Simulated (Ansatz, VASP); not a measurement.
**AlNi: VASP beside Ansatz**

```
Al Ni
1.0
     2.88100    0.00000    0.00000
     0.00000    2.88100    0.00000
     0.00000    0.00000    2.88100
Al Ni
1 1
Direct
  0.00000 0.00000 0.00000
  0.50000 0.50000 0.50000
```

Alike in both runs: task single point; functional PBE; k mesh 12 × 12 × 12; occupations gaussian, width 0.05 eV; collinear spin.

|  | VASP | Ansatz |
| --- | --- | --- |
| version | VASP 6.6.1 | Ansatz 0.2.0 |
| potentials or method | VASP PAW PBE potentials, release 64 (Al, Ni), cutoff 520 eV | scalar-relativistic, plane waves, PAW |
| valence electrons in the cell | 13 | 21 |

```csv
,VASP,Ansatz,Ansatz less VASP
gap on the k mesh at the Fermi level (eV),none,none,-
pressure (GPa),2.1,2.1,-0.01
net moment per atom (μB),0.00,0.00,0.000
```

A gap of «none» marks a metal or a gap that the smearing closes. VASP's potentials hold 13 valence electrons a cell and Ansatz's 21, so a difference there can come from the potentials and not from the codes. Ansatz's warnings: seeded moment not kept, stability check not made.
